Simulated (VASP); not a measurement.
Here is a VASP 6.6.1 calculation.

File INCAR:

```
SYSTEM = Al3Ni2
ALGO = Fast
EDIFF = 1E-7
ENCUT = 520
GGA = PS
ISIF = 2
ISMEAR = 0
LASPH = .True.
LCHARG = .False.
LREAL = .False.
LWAVE = .False.
NBANDS = 22
NELM = 80
PREC = Accurate
SIGMA = 0.1
```

Contents of KPOINTS:

```
k-points
0
Gamma
  12 12 8
  0 0 0
```

File POSCAR:

```
Al3Ni2
1.0
    3.9631082483      0.0000000000      0.0000000000
   -1.9815541242      3.4321524210      0.0000000000
    0.0000000000      0.0000000000      4.8108699677
Al Ni
3 2
Direct
    0.0000000000      0.0000000000      0.0000000000
    0.3333333333      0.6666666667      0.6471821826
    0.6666666667      0.3333333333      0.3528178174
    0.3333333333      0.6666666667      0.1459261590
    0.6666666667      0.3333333333      0.8540738410
```

Potentials or basis: VASP PAW PBE potentials, release 64 (Al, Ni).

Run with:

```console
$ cat potpaw_PBE.64/Al/POTCAR potpaw_PBE.64/Ni/POTCAR > POTCAR
$ mpirun -np 1 vasp_std > vasp.out
```

What does it give for the largest force?

0.015 eV/Å.

Predict the pressure.

4.7 GPa.

Stress tensor (GPa, compression positive):
```
4.56 0.00 0.00
0.00 4.56 0.00
0.00 0.00 4.91
```

Caveat: the cell differs from its parent crystal (equal strain along all axes, cell held: -1.0 %, then relaxed in part); the PAW data sets were made with another functional, which shifts forces and pressure a little. Spin polarisation is off, so any magnetic state and its effect on volume and gap are missing.
